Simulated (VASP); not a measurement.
# MgS: relaxation of the atoms with PBEsol

Crystal: MgS.

```
Mg S
1.0
     0.00000    2.61712    2.57754
     2.61712    0.00000    2.57754
     2.61712    2.61712    0.00000
Mg S
1 1
Direct
  0.00000 0.00000 0.00000
  0.50000 0.50000 0.50000
```

This cell differs from its parent crystal: strained cell.

| Property | Result |
| --- | --- |
| Program | VASP 6.6.1 |
| Task | relaxation of the atoms |
| Functional | PBEsol |
| Potentials or basis | VASP PAW PBE potentials, release 64 (Mg, S) |
| Cutoff | 520 eV |
| k mesh | 6 × 6 × 6 |
| Occupations | gaussian, width 0.02 eV |
| Spin | no spin polarisation |
| Dipole correction | no |
| Further INCAR settings | ALGO = Normal; EDIFF = 1e-07; IBRION = 2; EDIFFG = -0.002; NSW = 60 |

| Item | Value |
| --- | --- |
| Pressure after relaxing | -1.3 GPa |
| Band gap on the k mesh | 2.62 eV (least direct gap 3.55 eV) |

Stress tensor (GPa, compression positive):
```
-1.79  0.00  0.00
 0.00 -1.79  0.00
 0.00  0.00 -0.19
```

Final structure:
```
CELL_PARAMETERS angstrom
0.00000 2.61712 2.57754
2.61712 0.00000 2.57754
2.61712 2.61712 0.00000
ATOMIC_POSITIONS crystal
Mg 0.00000 0.00000 0.00000
S 0.50000 0.50000 0.50000
```

Levels at points of the mesh, in eV from the valence-band top:
```csv
k point,band 2,band 3,band 4,band 5,band 6,band 7
"(0.00, 0.00, 0.00)",-0.07,0.00,0.00,3.55,7.78,7.78
"(0.50, 0.00, 0.00)",-4.90,-0.64,-0.60,4.37,6.72,6.89
"(0.50, 0.50, 0.00)",-4.26,-1.77,-1.77,2.62,4.19,11.93
"(0.50, 0.00, 0.50)",-4.28,-1.77,-1.64,2.70,4.25,11.77
```

Run time: 18 s on 1 thread of Intel Xeon 8259CL, on a shared host, peak memory 0.16 GiB.

Caveat: the cell differs from its parent crystal (strained cell); the relaxation stopped at its first step, so nothing moved; the PAW data sets were made with another functional, which shifts forces and pressure a little. A k mesh can miss the band edges.
